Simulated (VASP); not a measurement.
# SnO (P4/nmm) in VASP: further runs

The runs below take SnO through single point, with RPBE, revPBE, BLYP, PBE+D3(BJ).

Everything below comes from runs of VASP 6.6.1. Logs are shortened: lines on timing, memory, paths and dates and some standing lists are left out, and cuts for length are marked.

## 1. The cell of the first run

It takes space group P4/nmm (No. 129, tetragonal). The conventional cell has a = 3.814 Å, b = 3.814 Å, c = 4.887 Å, α = 90.00°, β = 90.00°, γ = 90.00°. Within 2.9 Å of Sn (site symmetry 4mm) lie 4 O at 2.23 Å. Within 2.9 Å of O (site symmetry -4m2) lie 4 Sn at 2.23 Å and 4 O at 2.70 Å.

## 2. Single point, RPBE

Input file INCAR:

```
SYSTEM = SnO
ALGO     = Normal         ! electronic algorithm
EDIFF    = 1E-6           ! SCF threshold, eV
ENCUT    = 520            ! plane-wave cutoff, eV
GGA      = RP             ! functional
ISIF     = 2              ! what is computed and relaxed
ISMEAR   = -1             ! smearing method
LASPH    = .True.         ! aspherical terms in the spheres
LCHARG   = .False.        ! write CHGCAR
LREAL    = .False.        ! projectors in reciprocal space
LWAVE    = .False.        ! write WAVECAR
NBANDS   = 28             ! bands
NELM     = 100            ! most SCF steps
PREC     = Accurate       ! precision mode
SIGMA    = 0.05           ! smearing width, eV
```

Input file KPOINTS:

```
k-points
0
Gamma
  4 4 3
  0 0 0
```

Input file POSCAR:

```
SnO
1.0
    3.8136952200      0.0000000000      0.0000000000
    0.0000000000      3.8136952200      0.0000000000
    0.0000000000      0.0000000000      4.8869133000
Sn O
2 2
Direct
    0.5000000000      0.0000000000      0.7646261400
    0.0000000000      0.5000000000      0.2353738600
    0.0000000000      0.0000000000      0.0000000000
    0.5000000000      0.5000000000      0.0000000000
```

Potentials or basis: VASP PAW PBE potentials, release 64 (Sn_d, O).

The run is started by

```sh
$ cat potpaw_PBE.64/Sn_d/POTCAR potpaw_PBE.64/O/POTCAR > POTCAR
$ mpirun -np 1 vasp_std > vasp.out
```

OUTCAR:

```text
SYSTEM = SnO
   EDIFF = 1E-6
   ENCUT = 520
   GGA = RP
   ISIF = 2
   ISMEAR = -1
   LASPH = .True.
   LREAL = .False.
   NELM = 100
   PREC = Accurate

 ion  position               nearest neighbor table
   1  0.500  0.000  0.765-   3 2.23   4 2.23   4 2.23   3 2.23   2 3.54   2 3.54   2 3.54   2 3.54
                             2 3.74   2 3.74   2 3.74   2 3.74
   2  0.000  0.500  0.235-   3 2.23   4 2.23   3 2.23   4 2.23   1 3.54   1 3.54   1 3.54   1 3.54
                             1 3.74   1 3.74   1 3.74   1 3.74
   3  0.000  0.000  0.000-   1 2.23   2 2.23   2 2.23   1 2.23
   4  0.500  0.500  0.000-   1 2.23   2 2.23   1 2.23   2 2.23

  LATTYP: Found a simple tetragonal cell.
 ALAT       =     3.8136952200
 C/A-ratio  =     1.2814116016

  Lattice vectors:

 A1 = (   3.8136952200,   0.0000000000,   0.0000000000)
 A2 = (   0.0000000000,   3.8136952200,   0.0000000000)
 A3 = (   0.0000000000,   0.0000000000,   4.8869133000)

Analysis of symmetry for initial positions (statically):
=====================================================================
 Subroutine PRICEL returns:
 Original cell was already a primitive cell.

 Routine SETGRP: Setting up the symmetry group for a
 simple tetragonal supercell.

 Subroutine GETGRP returns: Found 16 space group operations
 (whereof  8 operations were pure point group operations)
 out of a pool of 16 trial point group operations.

The static configuration has the point symmetry D_2d.
 The point group associated with its full space group is D_4h.

Analysis of symmetry for dynamics (positions and initial velocities):
=====================================================================
 Subroutine PRICEL returns:
 Original cell was already a primitive cell.

 Routine SETGRP: Setting up the symmetry group for a
 simple tetragonal supercell.

 Subroutine GETGRP returns: Found 16 space group operations
 (whereof  8 operations were pure point group operations)
 out of a pool of 16 trial point group operations.

The dynamic configuration has the point symmetry D_2d.
 The point group associated with its full space group is D_4h.

 Subroutine INISYM returns: Found 16 space group operations
 (whereof  8 operations are pure point group operations),
 and found     1 'primitive' translations

----------------------------------------------------------------------------------------

                                     Primitive cell
[... 80 lines left out ...]
   ENCUT  =  520.0 eV  38.22 Ry    6.18 a.u.   7.09  7.09  9.09*2*pi/ulx,y,z
   NELM   =    100;   NELMIN=  2; NELMDL= -5     # of ELM steps
   EDIFF  = 0.1E-05   stopping-criterion for ELM
   LREAL  =      F    real-space projection
   EDIFFG = 0.1E-04   stopping-criterion for IOM
   NSW    =      0    number of steps for IOM
   IBRION =     -1    ionic relax: 0-MD 1-quasi-New 2-CG
   NFREE  =      0    steps in history (QN), initial steepest desc. (CG)
   ISIF   =      2    stress and relaxation
   ISYM   =      2    0-nonsym 1-usesym 2-fastsym
   POTIM  = 0.5000    time-step for ionic-motion
   TEBEG  =    0.0;   TEEND  =   0.0 temperature during run
   PSTRESS=    0.0 pullay stress
   NELECT =      40.0000    total number of electrons
   NUPDOWN=      -1.0000    fix difference up-down
   EMIN   =  10.00;   EMAX   =-10.00  energy-range for DOS
   EFERMI =   0.00;   METHOD = LEGACY
   ISMEAR =    -1;   SIGMA  =   0.05  broadening in eV -4-tet -1-fermi 0-gaus
   EFERMI_NEDOS =   21; number of points for ismear=-14 and -15
   IALGO  =     38    algorithm
   IMIX   =      4    mixing-type and parameters
     AMIX     =   0.40;   BMIX     =  1.00
     AMIX_MAG =   1.60;   BMIX_MAG =  1.00
  volume/ion in A,a.u.               =      17.77       119.91
  Fermi-wavevector in a.u.,A,eV,Ry     =   1.351614  2.554180 24.855939  1.826860
  Thomas-Fermi vector in A             =   2.479021
   LORBIT       =      0    0 simple, 1 ext, 2 COOP (PROOUT), +10 PAW based schemes
   GGA     = RP    functional components
   LHFCALC =     F    Hartree Fock is set to
   AEXX    =    0.0000 exact exchange contribution
   IVDW    =     0    specifies the selected vdW correction
   LEPSILON=     F    determine dielectric tensor
   LRPA    =     F    only Hartree local field effects (RPA)
 non-spin polarized calculation
  energy-cutoff  :      520.00
  volume of cell :       71.08
 maximum number of plane-waves:      1926
   NGX = 15   NGY = 15   NGZ = 19

 number of electron      39.9999978 magnetization

 Free energy of the ion-electron system (eV)
  ---------------------------------------------------
  ext. energy  EPLUGINS =         0.00000000
  ---------------------------------------------------
  free energy    TOTEN  =       -21.13352924 eV

  energy without entropy =      -21.13082728  energy(sigma->0) =      -21.13217826

 E-fermi :   7.2468     XC(G=0):  -9.9921

 val. band max:        7.1901105263   @ k =   0.0000   0.0000   0.0000
 cond. band min:       7.3455510911   @ k =   0.5000   0.5000   0.0000
 fundamental gap:      0.1554405649
 Fermi energy:         7.2467784143

 k-point     1 :       0.0000    0.0000    0.0000
  band No.  band energies     occupation
      1     -14.9295      2.00000
      2     -14.4924      2.00000
      3     -14.4910      2.00000
      4     -14.4910      2.00000
      5     -14.4542      2.00000
      6     -14.4411      2.00000
[... 361 lines left out ...]
     27      16.4626      0.00000
     28      16.4626      0.00000

------------------------ aborting loop because EDIFF is reached ----------------------------------------

  FORCE on cell =-STRESS in cart. coord.  units (eV):
  Direction    XX          YY          ZZ          XY          YZ          ZX
  --------------------------------------------------------------------------------------
  -------------------------------------------------------------------------------------
  Total        3.0451293      3.0451293      2.4761543      0.0000000      0.0000000      0.0000000
  in kB       68.6419674     68.6419674     55.8163826      0.0000000      0.0000000      0.0000000
  external PRESSURE =      64.3667724 kB  Pullay stress =       0.0000000 kB

 VOLUME and BASIS-vectors are now :
 -----------------------------------------------------------------------------
  energy-cutoff  :      520.00
  volume of cell :       71.08
      direct lattice vectors                 reciprocal lattice vectors
     3.813695220  0.000000000  0.000000000     0.262212878  0.000000000  0.000000000
     0.000000000  3.813695220  0.000000000     0.000000000  0.262212878  0.000000000
     0.000000000  0.000000000  4.886913300     0.000000000  0.000000000  0.204628144

 POSITION                                       TOTAL-FORCE (eV/Angst)
 -----------------------------------------------------------------------------------
      1.90685      0.00000      3.73666         0.000000      0.000000     -0.677982
      0.00000      1.90685      1.15025         0.000000      0.000000      0.677982
      0.00000      0.00000      0.00000         0.000000      0.000000      0.000000
      1.90685      1.90685      0.00000        -0.000000     -0.000000      0.000000
 -----------------------------------------------------------------------------------
    total drift:                                0.000000      0.000000      0.000000

  FREE ENERGIE OF THE ION-ELECTRON SYSTEM (eV)
  ---------------------------------------------------
  free  energy   TOTEN  =       -21.1335292397 eV

  energy  without entropy=      -21.1308272750  energy(sigma->0) =      -21.13217826
```

OSZICAR:

```text
N       E                     dE             d eps       ncg     rms          rms(c)
DAV:   1     0.419543757856E+03    0.41954E+03   -0.19936E+04   696   0.218E+03
DAV:   2     0.400660461567E+02   -0.37948E+03   -0.36428E+03   696   0.535E+02
DAV:   3    -0.217857980269E+02   -0.61852E+02   -0.60696E+02   788   0.180E+02
DAV:   4    -0.247537423930E+02   -0.29679E+01   -0.29518E+01   756   0.422E+01
DAV:   5    -0.248221053562E+02   -0.68363E-01   -0.68356E-01   724   0.700E+00    0.118E+01
DAV:   6    -0.211130182898E+02    0.37091E+01   -0.16625E+01  1076   0.442E+01    0.494E+00
DAV:   7    -0.211308490491E+02   -0.17831E-01   -0.20032E+00   808   0.855E+00    0.252E+00
DAV:   8    -0.211340392320E+02   -0.31902E-02   -0.24890E-01   888   0.354E+00    0.832E-01
DAV:   9    -0.211317985713E+02    0.22407E-02   -0.45227E-02  1040   0.220E+00    0.250E-01
DAV:  10    -0.211336722100E+02   -0.18736E-02   -0.76746E-03   860   0.760E-01    0.138E-01
DAV:  11    -0.211334706908E+02    0.20152E-03   -0.19114E-03   960   0.395E-01    0.231E-02
DAV:  12    -0.211335505237E+02   -0.79833E-04   -0.40513E-04   680   0.109E-01    0.461E-02
DAV:  13    -0.211335294443E+02    0.21079E-04   -0.70634E-05   844   0.833E-02    0.864E-03
DAV:  14    -0.211335289977E+02    0.44660E-06   -0.11442E-05   772   0.195E-02    0.413E-03
DAV:  15    -0.211335292397E+02   -0.24202E-06   -0.48113E-07   420   0.583E-03
   1 F= -.21133529E+02 E0= -.21132178E+02  d E =-.270196E-02
```

Wall time 27 s (1 thread of Intel Xeon Platinum 8259CL at 2.50GHz (Skylake/Cascade Lake), shared host); peak memory 0.17 GiB.

Results:

| Quantity | Value |
| --- | --- |
| Free energy | -21.1335 eV |
| Pressure | 6.4 GPa |
| Largest force | 0.678 eV/Å |
| Band gap on the k mesh | 0.16 eV, indirect (least direct gap 2.05 eV) |

Forces in eV/Å, atoms in the order of the input:
```
Sn   0.000  0.000 -0.678
Sn   0.000  0.000  0.678
O    0.000  0.000  0.000
O    0.000  0.000  0.000
```

Levels at points of the mesh, in eV from the valence-band top:
```
           k point  band 16  band 17  band 18  band 19  band 20  band 21  band 22  band 23  band 24  band 25
(0.00, 0.00, 0.00)    -6.29    -3.52    -3.22    -3.22     0.00     2.06     4.34     4.73     4.73     5.71
(0.50, 0.00, 0.00)    -5.03    -4.88    -4.88    -2.69    -2.69     3.16     3.16     5.93     5.93     5.97
(0.50, 0.50, 0.00)    -5.16    -2.57    -2.57    -1.90    -1.90     0.16     0.16     4.52     4.52     7.17
```

Caveat: the k points lie up to 0.43 Å⁻¹ apart; the PAW data sets were made with another functional, which shifts forces and pressure a little; spin-orbit coupling is left out, which moves the levels of the heavy elements.

## 3. Single point, revPBE

Input file INCAR:

```
PREC = Accurate
ENCUT = 520
EDIFF = 1E-6
ISMEAR = -1
SIGMA = 0.05
LREAL = F
LASPH = T
NELM = 80
ALGO = Normal
ISIF = 2
LWAVE = F
LCHARG = T
GGA = RE
LELF = T
LVHAR = T
NBANDS = 28
```

Input file KPOINTS:

```
regular mesh
0
Gamma
  4 4 3
```

POSCAR is that of step 2.

Potentials or basis: VASP PAW PBE potentials, release 64 (Sn_d, O).

The run is started by

```sh
$ cat potpaw_PBE.64/Sn_d/POTCAR potpaw_PBE.64/O/POTCAR > POTCAR
$ mpirun -np 1 vasp_std > vasp.out
```

Run time: 29 s. Hardware: 1 thread of Intel Xeon Platinum 8259CL at 2.50GHz (Skylake/Cascade Lake), shared host; peak memory 0.18 GiB.

Results (log left out):

```yaml
Free_energy: -21.3296 eV
Pressure: 5.7 GPa
Largest_force: 0.626 eV/Å
Band_gap_on_the_k_mesh: 0.16 eV, indirect (least direct gap 2.05 eV)
```

Forces in eV/Å, atoms in the order of the input:
```
Sn   0.000  0.000 -0.626
Sn   0.000  0.000  0.626
O    0.000  0.000  0.000
O    0.000  0.000  0.000
```

Stress tensor (GPa, compression positive):
```
6.10 0.00 0.00
0.00 6.10 0.00
0.00 0.00 4.95
```

Levels at points of the mesh, in eV from the valence-band top:
```
           k point  band 18  band 19  band 20  band 21  band 22  band 23
(0.00, 0.00, 0.00)    -3.21    -3.21     0.00     2.06     4.32     4.73
(0.50, 0.00, 0.00)    -4.87    -2.68    -2.68     3.16     3.16     5.93
(0.50, 0.50, 0.00)    -2.55    -1.89    -1.89     0.16     0.16     4.51
```

Caveat: the k points lie up to 0.43 Å⁻¹ apart; the PAW data sets were made with another functional, which shifts forces and pressure a little; spin-orbit coupling is left out, which moves the levels of the heavy elements. A k mesh can miss the band edges.

## 4. Single point, BLYP

Input file INCAR:

```
PREC = Accurate
ENCUT = 520
EDIFF = 1E-6
ISMEAR = -1
SIGMA = 0.05
LREAL = F
LASPH = T
NELM = 60
ALGO = Normal
ISIF = 2
LWAVE = F
LCHARG = F
GGA = B5
ALDAX = 1.0
AGGAX = 1.0
AGGAC = 1.0
ALDAC = 0.0
NBANDS = 28
```

KPOINTS is that of step 3.

POSCAR is that of step 3.

The run is started by

```sh
$ cat potpaw_PBE.64/Sn_d/POTCAR potpaw_PBE.64/O/POTCAR > POTCAR
$ mpirun -np 1 vasp_std > vasp.out
```

Wall time 40 s (1 thread of Intel Xeon Platinum 8259CL at 2.50GHz (Skylake/Cascade Lake), shared host); peak memory 0.17 GiB.

The run converged. Its results:

```
Free energy            : -20.9251 eV
Pressure               : 8.4 GPa
Largest force          : 0.656 eV/Å
Band gap on the k mesh : 0.36 eV, indirect (least direct gap 2.20 eV)
```

Forces in eV/Å, atoms in the order of the input:
```
Sn   0.000  0.000 -0.656
Sn   0.000  0.000  0.656
O    0.000  0.000  0.000
O    0.000  0.000  0.000
```

Stress tensor (GPa, compression positive):
```
9.00 0.00 0.00
0.00 9.00 0.00
0.00 0.00 7.33
```

Levels at points of the mesh, in eV from the valence-band top:
```csv
k point,band 18,band 19,band 20,band 21,band 22,band 23
"(0.00, 0.00, 0.00)",-3.11,-3.11,0.00,2.20,4.38,4.79
"(0.50, 0.00, 0.00)",-4.73,-2.59,-2.59,3.24,3.24,5.93
"(0.50, 0.50, 0.00)",-2.46,-1.90,-1.90,0.36,0.36,4.73
```

Caveat: the k points lie up to 0.43 Å⁻¹ apart; the PAW data sets were made with another functional, which shifts forces and pressure a little; spin-orbit coupling is left out, which moves the levels of the heavy elements. A k mesh can miss the band edges.

## 5. Single point, PBE+D3(BJ)

This run uses another cell than the first one, of 16.70 Å³/atom, 0.940 times its volume.

Input file INCAR:

```
SYSTEM = SnO
PREC = Accurate
ENCUT = 520
EDIFF = 1E-6
ISMEAR = -1
SIGMA = 0.05
LREAL = .FALSE.
LASPH = .TRUE.
NELM = 100
ALGO = Normal
ISIF = 2
LWAVE = .FALSE.
LCHARG = .FALSE.
GGA = PE
IVDW = 12
NBANDS = 28
```

Input file KPOINTS:

```
Automatic mesh
0
G
  7 7 6
  0 0 0
```

Input file POSCAR:

```
SnO
1.0
    3.7358428604      0.0000000000      0.0000000000
    0.0000000000      3.7358428604      0.0000000000
    0.0000000000      0.0000000000      4.7871523832
Sn O
2 2
Direct
    0.5000000000      0.0000000000      0.7646261400
    0.0000000000      0.5000000000      0.2353738600
    0.0000000000      0.0000000000      0.0000000000
    0.5000000000      0.5000000000      0.0000000000
```

The run is started by

```sh
$ cat potpaw_PBE.64/Sn_d/POTCAR potpaw_PBE.64/O/POTCAR > POTCAR
$ mpirun -np 1 vasp_std > vasp.out
```

It took 45 s on 1 thread of Intel Xeon 6975P-C (Granite Rapids), shared host; peak memory 0.21 GiB.

Results (log left out):

```yaml
Free_energy: -23.4737 eV
Pressure: 8.6 GPa
Largest_force: 1.439 eV/Å
Band_gap_on_the_k_mesh: 0.16 eV, indirect (least direct gap 2.02 eV)
Dispersion_energy_per_atom: -0.246 eV
```

Forces on the atoms (eV/Å):
```
Sn   0.000  0.000 -1.439
Sn   0.000  0.000  1.439
O    0.000  0.000  0.000
O    0.000  0.000  0.000
```

Stress tensor (GPa, compression positive):
```
9.46 0.00 0.00
0.00 9.46 0.00
0.00 0.00 6.78
```

Levels at points of the mesh, in eV from the valence-band top:
```
           k point  band 16  band 17  band 18  band 19  band 20  band 21  band 22  band 23  band 24  band 25
(0.00, 0.00, 0.00)    -6.93    -3.95    -3.65    -3.65     0.00     2.14     4.17     4.74     4.74     5.72
(0.00, 0.00, 0.50)    -4.02    -3.67    -3.67    -3.06    -2.58     1.57     2.90     2.90     3.70     7.79
```

Caveat: spin-orbit coupling is left out, which moves the levels of the heavy elements; forces of over 1 eV/Å act on the atoms, so gaps and moduli don't describe the material at rest. A k mesh can miss the band edges.

[end of part 1 of 2]
